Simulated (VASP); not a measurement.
Write the native input for VASP 6.6.1 that does the following.

| Property | Result |
| --- | --- |
| Task | single point |
| Functional | PBEsol |
| Potentials or basis | VASP PAW PBE potentials, release 64 (Ir) |
| Cutoff | 520 eV |
| k mesh | 21 × 21 × 12 |
| Occupations | gaussian, width 0.15 eV |
| Spin | collinear spin, ferromagnetic start |
| Starting moments | [0.7, 0.7] μB |
| Fixed moment | 1.4 μB |
| Dipole correction | no |
| Further INCAR settings | ALGO = Normal; EDIFF = 1e-06; NBANDS = 20 |

The structure of Ir lies in POSCAR:

```
Ir
1.0
    2.7721480674      0.0000000000      0.0000000000
   -1.3860740337      2.4007506494      0.0000000000
    0.0000000000      0.0000000000      4.4945060960
Ir
2
Direct
    0.6666666667      0.3333333333      0.7500000000
    0.3333333333      0.6666666667      0.2500000000
```

The input as run:

INCAR

```
  ALGO = Normal
  EDIFF = 1E-6
  ENCUT = 520
  GGA = PS
  ISIF = 2
  ISMEAR = 0
  ISPIN = 2
  LASPH = True
  LCHARG = False
  LMAXMIX = 4
  LORBIT = 11
  LREAL = False
  LWAVE = False
  MAGMOM = 0.7 0.7
  NBANDS = 20
  NELM = 150
  NUPDOWN = 1.4
  PREC = Accurate
  SIGMA = 0.15
```

KPOINTS

```
k-points
0
Gamma
  21 21 12
```

Potentials or basis: VASP PAW PBE potentials, release 64 (Ir).

Launch:

```console
$ cat potpaw_PBE.64/Ir/POTCAR > POTCAR
$ mpirun -np 1 vasp_std > vasp.out
```

It gave:

```yaml
Pressure: -14.9 GPa
Net_moment: 1.40 μB per cell
Site_moments: Ir +0.69 μB
Valence_electrons_inside_the_program's_atomic_spheres: Ir 8.21
```

Caveat: the PAW data sets were made with another functional, which shifts forces and pressure a little; the total moment is fixed, so each spin has its own Fermi level.

Wall time 9 min on 1 thread of Oxide Virtual Turin-like Processor, with other jobs on the host, peak memory 0.35 GiB.
